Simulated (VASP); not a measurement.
Input of a VASP 6.6.1 run:

File INCAR:

```
SYSTEM = Ta2ReBi2
PREC = Accurate
ENCUT = 520
EDIFF = 1E-6
ISMEAR = -1
SIGMA = 0.0654
LREAL = .False.
LASPH = .True.
NELM = 80
ALGO = Normal
ISIF = 2
LWAVE = .False.
LCHARG = .False.
GGA = CA
NBANDS = 38
```

KPOINTS

```
regular mesh
0
Gamma
  5 5 5
  0 0 0
```

The input POSCAR:

```
Ta2ReBi2
1.0
    3.8499430000      0.0000000000      0.0000000000
   -1.9249710000      3.3341540000      0.0000000000
   -1.9249710000      1.1113850000      8.9390190000
Bi Ta Re
2 2 1
Direct
    0.3980600000      0.6019400000      0.1941800000
    0.6019400000      0.3980600000      0.8058200000
    0.2116000000      0.7884000000      0.6348000000
    0.7884000000      0.2116000000      0.3652000000
    0.0000000000      0.0000000000      0.0000000000
```

Potentials or basis: VASP PAW LDA potentials, release 64 (Bi_d, Ta_pv, Re).

Command:

```sh
$ cat potpaw_LDA.64/Bi_d/POTCAR potpaw_LDA.64/Ta_pv/POTCAR potpaw_LDA.64/Re/POTCAR > POTCAR
$ mpirun -np 1 vasp_std > vasp.out
```

Question: What does it give for the band gap on the k mesh?

Answer: Zero (an odd number of electrons rules out a gap without spin polarisation).

Question: Estimate the pressure.

Answer: -3.4 GPa.

Forces on the atoms (eV/Å):
```
Bi   0.000  0.000 -2.688
Bi   0.000  0.000  2.688
Ta   0.000  0.000 -4.918
Ta   0.000  0.000  4.918
Re   0.000  0.000  0.000
```

Caveat: the k points lie up to 0.38 Å⁻¹ apart, too coarse for converged energies and pressures of a metal; spin-orbit coupling is left out, which moves the levels of the heavy elements; forces of over 1 eV/Å act on the atoms, so gaps and moduli don't describe the material at rest.
